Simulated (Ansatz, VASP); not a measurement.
InAs in VASP and in Ansatz

Contents of INCAR:

```
  PREC = Accurate
  ENCUT = 500
  EDIFF = 1E-6
  ISMEAR = 0
  SIGMA = 0.1
  LREAL = False
  LASPH = True
  NELM = 120
  ALGO = Normal
  ISIF = 2
  LWAVE = False
  LCHARG = False
  GGA = RP
  IVDW = 13
  NBANDS = 16
  GGA_COMPAT = False
```

File KPOINTS:

```
Automatic mesh
0
Gamma
  4 4 4
```

POSCAR

```
InAs
1.0
    0.0000000000      2.8773040000      2.8773040000
    2.8773040000      0.0000000000      2.8773040000
    2.8773040000      2.8773040000      0.0000000000
In As
1 1
Direct
    0.5000000000      0.5000000000      0.5000000000
    0.0000000000      0.0000000000      0.0000000000
```

Input for Ansatz:

```yaml
crystal:
  lattice:
    - [0.0, 2.877304, 2.877304]
    - [2.877304, 0.0, 2.877304]
    - [2.877304, 2.877304, 0.0]
  atoms:
    - { symbol: In, position: [0.5, 0.5, 0.5] }
    - { symbol: As, position: [0.0, 0.0, 0.0] }
basis:
  ecutwfc: 420
kpoints:
  mp_grid: { grid: [4, 4, 4] }
hamiltonian:
  xc: rpbe
  dispersion: d4
scf:
  occupations: { method: gaussian, width: 0.1 }
output:
  forces: true
  stress: true
  eigenvalues: true
```

Alike in both runs: task single point; functional RPBE; dispersion D4; k mesh 4 × 4 × 4; occupations gaussian, width 0.1 eV; no spin polarisation.

|  | VASP | Ansatz |
| --- | --- | --- |
| version | VASP 6.6.1 | Ansatz 0.2.0 |
| potentials or method | VASP PAW PBE potentials, release 64 (In_d, As), cutoff 500 eV | scalar-relativistic, plane waves, PAW |
| valence electrons in the cell | 18 | 28 |

```csv
,VASP,Ansatz,Ansatz less VASP
gap on the k mesh at the Fermi level (eV),none,none,-
pressure (GPa),-2.5,-2.5,-0.07
```

VASP's potentials were made for PBE, not for RPBE. A gap of «none» marks a metal or a gap that the smearing closes. VASP's potentials hold 18 valence electrons a cell and Ansatz's 28, so a difference there can come from the potentials and not from the codes.

The k mesh is coarse, so the values compare programs but aren't converged.
